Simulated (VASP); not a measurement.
# AlRu (P4/mmm) in VASP: notebook

AlRu is run at these levels: PBEsol; tasks: single point.

Everything below comes from runs of VASP 6.6.1. Logs are shortened: lines on timing, memory, paths and dates and some standing lists are left out, and cuts for length are marked.

### Step 1. The cell of the first run

It takes space group P4/mmm (No. 123, tetragonal). Conventional cell: a = 2.842 Å, b = 2.842 Å, c = 3.066 Å, α = 90.00°, β = 90.00°, γ = 90.00°. Within 3.3 Å of Al (site symmetry 4/mmm) lie 8 Ru at 2.53 Å and 6 Al at 2.84 to 3.07 Å. Within 3.3 Å of Ru (site symmetry 4/mmm) lie 8 Al at 2.53 Å and 6 Ru at 2.84 to 3.07 Å.

### Step 2. Single point, PBEsol (strain -0.050 along x and y, +0.025 along z)

Contents of INCAR:

```
PREC = Accurate
ENCUT = 520
EDIFF = 1E-6
ISMEAR = 0
SIGMA = 0.15
LREAL = F
LASPH = T
NELM = 80
ALGO = Fast
ISIF = 2
LWAVE = F
LCHARG = F
GGA = PS
NBANDS = 16
```

Contents of KPOINTS:

```
Automatic mesh
0
Gamma
  16 16 16
```

Contents of POSCAR:

```
AlRu
1.0
    2.8420200000      0.0000000000      0.0000000000
    0.0000000000      2.8420200000      0.0000000000
    0.0000000000      0.0000000000      3.0663900000
Al Ru
1 1
Direct
    0.0000000000      0.0000000000      0.0000000000
    0.5000000000      0.5000000000      0.5000000000
```

Potentials or basis: VASP PAW PBE potentials, release 64 (Al, Ru_pv).

The run is started by

```console
$ cat potpaw_PBE.64/Al/POTCAR potpaw_PBE.64/Ru_pv/POTCAR > POTCAR
$ mpirun -np 1 vasp_std > vasp.out
```

OUTCAR:

```text
PREC = Accurate
   ENCUT = 520
   EDIFF = 1E-6
   ISMEAR = 0
   LREAL = F
   LASPH = T
   NELM = 80
   ISIF = 2
   GGA = PS

 ion  position               nearest neighbor table
   1  0.000  0.000  0.000-   2 2.53   2 2.53   2 2.53   2 2.53   2 2.53   2 2.53   2 2.53   2 2.53

   2  0.500  0.500  0.500-   1 2.53   1 2.53   1 2.53   1 2.53   1 2.53   1 2.53   1 2.53   1 2.53

  LATTYP: Found a simple tetragonal cell.
 ALAT       =     2.8420200000
 C/A-ratio  =     1.0789473684

  Lattice vectors:

 A1 = (   2.8420200000,   0.0000000000,   0.0000000000)
 A2 = (   0.0000000000,   2.8420200000,   0.0000000000)
 A3 = (   0.0000000000,   0.0000000000,   3.0663900000)

Analysis of symmetry for initial positions (statically):
=====================================================================
 Subroutine PRICEL returns:
 Original cell was already a primitive cell.

 Routine SETGRP: Setting up the symmetry group for a
 simple tetragonal supercell.

 Subroutine GETGRP returns: Found 16 space group operations
 (whereof 16 operations were pure point group operations)
 out of a pool of 16 trial point group operations.

The static configuration has the point symmetry D_4h.

Analysis of symmetry for dynamics (positions and initial velocities):
=====================================================================
 Subroutine PRICEL returns:
 Original cell was already a primitive cell.

 Routine SETGRP: Setting up the symmetry group for a
 simple tetragonal supercell.

 Subroutine GETGRP returns: Found 16 space group operations
 (whereof 16 operations were pure point group operations)
 out of a pool of 16 trial point group operations.

The dynamic configuration has the point symmetry D_4h.

 Subroutine INISYM returns: Found 16 space group operations
 (whereof 16 operations are pure point group operations),
 and found     1 'primitive' translations

----------------------------------------------------------------------------------------

                                     Primitive cell

  volume of cell :      24.7675

  direct lattice vectors                    reciprocal lattice vectors
     2.842020000  0.000000000  0.000000000     0.351862408  0.000000000  0.000000000
     0.000000000  2.842020000  0.000000000     0.000000000  0.351862408  0.000000000
     0.000000000  0.000000000  3.066390000     0.000000000  0.000000000  0.326116378

  length of vectors
     2.842020000  2.842020000  3.066390000     0.351862408  0.351862408  0.326116378

  position of ions in fractional coordinates (direct lattice)
     0.000000000  0.000000000  0.000000000
     0.500000000  0.500000000  0.500000000

  ion indices of the primitive-cell ions
   primitive index   ion index
                 1           1
                 2           2

----------------------------------------------------------------------------------------

 KPOINTS: Automatic mesh

Automatic generation of k-mesh.
 Grid dimensions read from file:
 generate k-points for:   16   16   16

 Generating k-lattice:

  Cartesian coordinates                     Fractional coordinates (reciprocal lattice)
     0.021991400  0.000000000  0.000000000     0.062500000  0.000000000  0.000000000
     0.000000000  0.021991400  0.000000000     0.000000000  0.062500000  0.000000000
     0.000000000  0.000000000  0.020382274     0.000000000  0.000000000  0.062500000

  Length of vectors
     0.021991400  0.021991400  0.020382274

  Shift w.r.t. Gamma in fractional coordinates (k-lattice)
     0.000000000  0.000000000  0.000000000

 Subroutine IBZKPT returns following result:
 ===========================================

 Found    405 irreducible k-points:

 Following reciprocal coordinates:
            Coordinates               Weight
  0.000000  0.000000  0.000000      1.000000
  0.062500  0.000000  0.000000      4.000000
  0.125000  0.000000  0.000000      4.000000
  0.187500  0.000000  0.000000      4.000000
  0.250000  0.000000  0.000000      4.000000
  0.312500  0.000000  0.000000      4.000000
[... 16 lines left out ...]
  0.437500  0.125000  0.000000      8.000000
  0.500000  0.125000  0.000000      4.000000
 [... further k-points ...]
   k-points           NKPTS =    405   k-points in BZ     NKDIM =    405   number of bands    NBANDS=     16
   number of dos      NEDOS =    301   number of ions     NIONS =      2
   total plane-waves  NPLWV =  13824
   dimension x,y,z NGX =    24 NGY =   24 NGZ =   24
   dimension x,y,z NGXF=    48 NGYF=   48 NGZF=   48
   ions per type =               1   1
   NGX,Y,Z   is equivalent  to a cutoff of  14.04, 14.04, 13.01 a.u.
   NGXF,Y,Z  is equivalent  to a cutoff of  28.08, 28.08, 26.02 a.u.
 SYSTEM =  unknown system
   PREC   = accura    normal or accurate (medium, high low for compatibility)
   ISTART =      0    job   : 0-new  1-cont  2-samecut
   ICHARG =      2    charge: 1-file 2-atom 10-const
   ISPIN  =      1    spin polarized calculation?
   LNONCOLLINEAR =      F non collinear calculations
   LSORBIT =      F    spin-orbit coupling
   LASPH  =      T    aspherical Exc in radial PAW
   ENCUT  =  520.0 eV  38.22 Ry    6.18 a.u.   5.28  5.28  5.70*2*pi/ulx,y,z
   NELM   =     80;   NELMIN=  2; NELMDL= -5     # of ELM steps
   EDIFF  = 0.1E-05   stopping-criterion for ELM
   LREAL  =      F    real-space projection
   EDIFFG = 0.1E-04   stopping-criterion for IOM
   NSW    =      0    number of steps for IOM
   IBRION =     -1    ionic relax: 0-MD 1-quasi-New 2-CG
   NFREE  =      0    steps in history (QN), initial steepest desc. (CG)
   ISIF   =      2    stress and relaxation
   ISYM   =      2    0-nonsym 1-usesym 2-fastsym
   POTIM  = 0.5000    time-step for ionic-motion
   TEBEG  =    0.0;   TEEND  =   0.0 temperature during run
   PSTRESS=    0.0 pullay stress
   NELECT =      17.0000    total number of electrons
   NUPDOWN=      -1.0000    fix difference up-down
   EMIN   =  10.00;   EMAX   =-10.00  energy-range for DOS
   EFERMI =   0.00;   METHOD = LEGACY
   ISMEAR =     0;   SIGMA  =   0.15  broadening in eV -4-tet -1-fermi 0-gaus
   EFERMI_NEDOS =   21; number of points for ismear=-14 and -15
   IALGO  =     68    algorithm
   IMIX   =      4    mixing-type and parameters
     AMIX     =   0.40;   BMIX     =  1.00
     AMIX_MAG =   1.60;   BMIX_MAG =  1.00
  volume/ion in A,a.u.               =      12.38        83.57
  Fermi-wavevector in a.u.,A,eV,Ry     =   1.444100  2.728953 28.373925  2.085425
  Thomas-Fermi vector in A             =   2.562433
   LORBIT       =      0    0 simple, 1 ext, 2 COOP (PROOUT), +10 PAW based schemes
   GGA     = PS    functional components
   LHFCALC =     F    Hartree Fock is set to
   AEXX    =    0.0000 exact exchange contribution
   IVDW    =     0    specifies the selected vdW correction
   LEPSILON=     F    determine dielectric tensor
   LRPA    =     F    only Hartree local field effects (RPA)
 non-spin polarized calculation
 RMM-DIIS sequential band-by-band and
 Gauss-broadening in eV      SIGMA  =   0.15
  energy-cutoff  :      520.00
  volume of cell :       24.77
 maximum number of plane-waves:       688
 NGX is ok and might be reduce to    24
   NGX = 11   NGY = 11   NGZ = 11

 number of electron      17.0000003 magnetization

 Free energy of the ion-electron system (eV)
  ---------------------------------------------------
  ext. energy  EPLUGINS =         0.00000000
  ---------------------------------------------------
  free energy    TOTEN  =       -15.39092918 eV

  energy without entropy =      -15.37477665  energy(sigma->0) =      -15.38285291

 E-fermi :  11.7887     XC(G=0): -13.0927

 val. band max:       11.7795692488   @ k =   0.4375   0.3750   0.3750
 cond. band min:      11.7927455956   @ k =   0.1250   0.0000   0.0625
 fundamental gap:      0.0131763468
 Fermi energy:        11.7887390960

 k-point     1 :       0.0000    0.0000    0.0000
  band No.  band energies     occupation
      1     -30.0554      2.00000
      2     -29.9458      2.00000
      3     -29.9458      2.00000
      4       1.5804      2.00000
      5       7.6509      2.00000
      6       7.7142      2.00000
[... 8 lines left out ...]
     15      23.7440      0.00000
     16      28.5193      0.00000

 k-point     2 :       0.0625    0.0000    0.0000
  band No.  band energies     occupation
      1     -30.0542      2.00000
      2     -29.9597      2.00000
      3     -29.9446      2.00000
      4       1.6646      2.00000
      5       7.6902      2.00000
      6       7.7553      2.00000
[... 8 lines left out ...]
     15      23.7449      0.00000
     16      28.7939      0.00000

 k-point     3 :       0.1250    0.0000    0.0000
  band No.  band energies     occupation
      1     -30.0505      2.00000
      2     -29.9991      2.00000
      3     -29.9413      2.00000
      4       1.9135      2.00000
      5       7.7939      2.00000
      6       7.8718      2.00000
[... 8 lines left out ...]
     15      24.0602      0.00000
     16      29.6337      0.00000

 k-point     4 :       0.1875    0.0000    0.0000
  band No.  band energies     occupation
      1     -30.0577      2.00000
      2     -30.0450      2.00000
      3     -29.9363      2.00000
      4       2.3161      2.00000
      5       7.9436      2.00000
      6       8.0157      2.00000
[... 8 lines left out ...]
     15      24.6589      0.00000
     16      29.3670      0.00000
[... 324 lines left out ...]
 k-point    22 :       0.3750    0.1250    0.0000
  band No.  band energies     occupation
      1     -30.2446      2.00000
      2     -30.0216      2.00000
      3     -29.9705      2.00000
      4       4.5071      2.00000
      5       7.5332      2.00000
      6       8.7153      2.00000
[... 8 lines left out ...]
     15      25.7946      0.00000
     16      25.8946      0.00000

 k-point    23 :       0.4375    0.1250    0.0000
  band No.  band energies     occupation
      1     -30.2823      2.00000
      2     -30.0179      2.00000
      3     -29.9669      2.00000
      4       5.2741      2.00000
      5       6.8842      2.00000
      6       8.8639      2.00000
[... 8 lines left out ...]
     15      24.7775      0.00000
     16      24.8367      0.00000

 k-point    24 :       0.5000    0.1250    0.0000
  band No.  band energies     occupation
      1     -30.2954      2.00000
      2     -30.0167      2.00000
      3     -29.9656      2.00000
      4       5.8990      2.00000
      5       6.2922      2.00000
      6       8.9226      2.00000
[... 8 lines left out ...]
     15      24.2144      0.00000
     16      24.3219      0.00000

 [... further k-points ...]

------------------------ aborting loop because EDIFF is reached ----------------------------------------

  FORCE on cell =-STRESS in cart. coord.  units (eV):
  Direction    XX          YY          ZZ          XY          YZ          ZX
  --------------------------------------------------------------------------------------
  -------------------------------------------------------------------------------------
  Total        3.3486901      3.3486901      1.0417962      0.0000000     -0.0000000      0.0000000
  in kB      216.6226610    216.6226610     67.3925182      0.0000000     -0.0000000      0.0000000
  external PRESSURE =     166.8792801 kB  Pullay stress =       0.0000000 kB

 VOLUME and BASIS-vectors are now :
 -----------------------------------------------------------------------------
  energy-cutoff  :      520.00
  volume of cell :       24.77
      direct lattice vectors                 reciprocal lattice vectors
     2.842020000  0.000000000  0.000000000     0.351862408  0.000000000  0.000000000
     0.000000000  2.842020000  0.000000000     0.000000000  0.351862408  0.000000000
     0.000000000  0.000000000  3.066390000     0.000000000  0.000000000  0.326116378

 POSITION                                       TOTAL-FORCE (eV/Angst)
 -----------------------------------------------------------------------------------
      0.00000      0.00000      0.00000         0.000000      0.000000      0.000000
      1.42101      1.42101      1.53320         0.000000      0.000000      0.000000
 -----------------------------------------------------------------------------------
    total drift:                                0.000000     -0.000000     -0.000000

  FREE ENERGIE OF THE ION-ELECTRON SYSTEM (eV)
  ---------------------------------------------------
  free  energy   TOTEN  =       -15.3909291773 eV

  energy  without entropy=      -15.3747766519  energy(sigma->0) =      -15.38285291
```

Run time: 80 s. Hardware: 1 thread of AMD EPYC 9R45 (Zen 5), shared host; peak memory 0.23 GiB.

Results:

```
Free energy : -15.3909 eV
Pressure    : 16.7 GPa
```

Levels at points of the mesh, in eV from the Fermi level:
```csv
k point,band 7,band 8,band 9,band 10,band 11,band 12
"(0.00, 0.00, 0.00)",0.04,0.04,0.54,4.86,7.24,7.24
"(0.50, 0.00, 0.00)",-2.47,-1.52,0.39,3.03,7.23,10.07
"(0.50, 0.50, 0.00)",-1.86,-1.16,-1.16,2.07,6.49,7.37
"(0.00, 0.00, 0.50)",-1.46,-1.46,0.73,1.58,7.45,12.05
"(0.50, 0.00, 0.50)",-1.32,-1.23,-0.97,1.40,5.56,6.81
"(0.50, 0.50, 0.50)",1.47,2.13,3.06,3.90,4.45,4.45
```

Caveat: the cell differs from its parent crystal (strain -0.050 along x and y, +0.025 along z); the PAW data sets were made with another functional, which shifts forces and pressure a little.

### Step 3. Single point, PBEsol (strain +0.000 along x and y, -0.050 along z)

Contents of INCAR:

```
ALGO = Fast
EDIFF = 1E-6
ENCUT = 520
GGA = PS
ISIF = 2
ISMEAR = 0
LASPH = True
LCHARG = False
LREAL = False
LWAVE = False
NBANDS = 16
NELM = 80
PREC = Accurate
SIGMA = 0.15
```

Contents of KPOINTS:

```
k-points
0
Gamma
  16 16 16
```

Contents of POSCAR:

```
AlRu
1.0
    2.9916000000      0.0000000000      0.0000000000
    0.0000000000      2.9916000000      0.0000000000
    0.0000000000      0.0000000000      2.8420200000
Al Ru
1 1
Direct
    0.0000000000      0.0000000000      0.0000000000
    0.5000000000      0.5000000000      0.5000000000
```

Potentials or basis: VASP PAW PBE potentials, release 64 (Al, Ru_pv).

The run is started by

```console
$ cat potpaw_PBE.64/Al/POTCAR potpaw_PBE.64/Ru_pv/POTCAR > POTCAR
$ mpirun -np 1 vasp_std > vasp.out
```

It took 76 s on 1 thread of AMD EPYC 9R45 (Zen 5), shared host; peak memory 0.24 GiB.

It converged, with:

```
Free energy : -15.4735 eV
Pressure    : 9.0 GPa
```

Stress tensor (GPa, compression positive):
```
 5.39  0.00  0.00
 0.00  5.39  0.00
 0.00  0.00 16.11
```

Levels at points of the mesh, in eV from the Fermi level:
```csv
k point,band 7,band 8,band 9,band 10,band 11,band 12
"(0.00, 0.00, 0.00)",-0.06,0.31,0.31,5.75,5.75,7.41
"(0.50, 0.00, 0.00)",-1.95,-1.30,0.55,2.13,7.36,10.77
"(0.50, 0.50, 0.00)",-1.64,-0.94,-0.94,1.39,5.08,6.52
"(0.00, 0.00, 0.50)",-1.99,-1.99,0.31,3.07,7.35,10.79
"(0.50, 0.00, 0.50)",-1.52,-1.37,-1.14,1.71,5.91,6.88
"(0.50, 0.50, 0.50)",1.54,1.92,2.89,4.08,4.08,4.45
```

Caveat: the cell differs from its parent crystal (strain +0.000 along x and y, -0.050 along z); the PAW data sets were made with another functional, which shifts forces and pressure a little.

### Step 4. Single point, PBEsol (strain -0.025 along x and y, +0.000 along z)

Contents of INCAR:

```
SYSTEM = AlRu
ALGO = Fast
EDIFF = 1E-6
ENCUT = 520
GGA = PS
ISIF = 2
ISMEAR = 0
LASPH = .True.
LCHARG = .False.
LREAL = .False.
LWAVE = .False.
NBANDS = 16
NELM = 100
PREC = Accurate
SIGMA = 0.15
```

Contents of KPOINTS:

```
k-points
0
Gamma
  16 16 16
  0 0 0
```

Contents of POSCAR:

```
AlRu
1.0
    2.9168100000      0.0000000000      0.0000000000
    0.0000000000      2.9168100000      0.0000000000
    0.0000000000      0.0000000000      2.9916000000
Al Ru
1 1
Direct
    0.0000000000      0.0000000000      0.0000000000
    0.5000000000      0.5000000000      0.5000000000
```

Potentials or basis: VASP PAW PBE potentials, release 64 (Al, Ru_pv).

The run is started by

```console
$ cat potpaw_PBE.64/Al/POTCAR potpaw_PBE.64/Ru_pv/POTCAR > POTCAR
$ mpirun -np 1 vasp_std > vasp.out
```

OUTCAR:

```text
SYSTEM = AlRu
   EDIFF = 1E-6
   ENCUT = 520
   GGA = PS
   ISIF = 2
   ISMEAR = 0
   LASPH = .True.
   LREAL = .False.
   NELM = 100
   PREC = Accurate

 ion  position               nearest neighbor table
   1  0.000  0.000  0.000-   2 2.55   2 2.55   2 2.55   2 2.55   2 2.55   2 2.55   2 2.55   2 2.55

   2  0.500  0.500  0.500-   1 2.55   1 2.55   1 2.55   1 2.55   1 2.55   1 2.55   1 2.55   1 2.55

  LATTYP: Found a simple tetragonal cell.
 ALAT       =     2.9168100000
 C/A-ratio  =     1.0256410256

  Lattice vectors:

 A1 = (   2.9168100000,   0.0000000000,   0.0000000000)
 A2 = (   0.0000000000,   2.9168100000,   0.0000000000)
 A3 = (   0.0000000000,   0.0000000000,   2.9916000000)

Analysis of symmetry for initial positions (statically):
=====================================================================
 Subroutine PRICEL returns:
 Original cell was already a primitive cell.

 Routine SETGRP: Setting up the symmetry group for a
 simple tetragonal supercell.

 Subroutine GETGRP returns: Found 16 space group operations
 (whereof 16 operations were pure point group operations)
 out of a pool of 16 trial point group operations.

The static configuration has the point symmetry D_4h.

[... 164 lines left out ...]
 val. band max:       11.3501042264   @ k =   0.5000   0.1250   0.0625
 cond. band min:      11.3524194063   @ k =   0.4375   0.1875   0.2500
 fundamental gap:      0.0023151799
 Fermi energy:        11.3509094623

 k-point     1 :       0.0000    0.0000    0.0000
  band No.  band energies     occupation
      1     -30.4175      2.00000
      2     -30.3832      2.00000
      3     -30.3832      2.00000
      4       1.3427      2.00000
      5       7.4410      2.00000
      6       7.4564      2.00000
[... 433 lines left out ...]
      3     -30.3894      2.00000
      4       5.5729      2.00000
      5       5.7604      2.00000
      6       8.5420      2.00000
[... 8 lines left out ...]
     15      23.4070      0.00000
     16      24.0783      0.00000

 [... further k-points ...]

------------------------ aborting loop because EDIFF is reached ----------------------------------------

  FORCE on cell =-STRESS in cart. coord.  units (eV):
  Direction    XX          YY          ZZ          XY          YZ          ZX
  --------------------------------------------------------------------------------------
  -------------------------------------------------------------------------------------
  Total        1.6045724      1.6045724      0.8340287      0.0000000      0.0000000      0.0000000
  in kB      101.0066774    101.0066774     52.5015078      0.0000000      0.0000000      0.0000000
  external PRESSURE =      84.8382875 kB  Pullay stress =       0.0000000 kB

 VOLUME and BASIS-vectors are now :
 -----------------------------------------------------------------------------
  energy-cutoff  :      520.00
  volume of cell :       25.45
      direct lattice vectors                 reciprocal lattice vectors
     2.916810000  0.000000000  0.000000000     0.342840295  0.000000000  0.000000000
     0.000000000  2.916810000  0.000000000     0.000000000  0.342840295  0.000000000
     0.000000000  0.000000000  2.991600000     0.000000000  0.000000000  0.334269287

 POSITION                                       TOTAL-FORCE (eV/Angst)
 -----------------------------------------------------------------------------------
      0.00000      0.00000      0.00000         0.000000      0.000000      0.000000
      1.45840      1.45840      1.49580         0.000000      0.000000      0.000000
 -----------------------------------------------------------------------------------
    total drift:                                0.000000     -0.000000     -0.000000

  FREE ENERGIE OF THE ION-ELECTRON SYSTEM (eV)
  ---------------------------------------------------
  free  energy   TOTEN  =       -15.4962608435 eV

  energy  without entropy=      -15.4785041085  energy(sigma->0) =      -15.48738248
```

Run time: 75 s. Hardware: 1 thread of AMD EPYC 9R45 (Zen 5), shared host; peak memory 0.24 GiB.

Results:

- Free energy: -15.4963 eV
- Pressure: 8.5 GPa

Caveat: the cell differs from its parent crystal (strain -0.025 along x and y, +0.000 along z); the PAW data sets were made with another functional, which shifts forces and pressure a little.

(Part 1 of 2 ends here.)
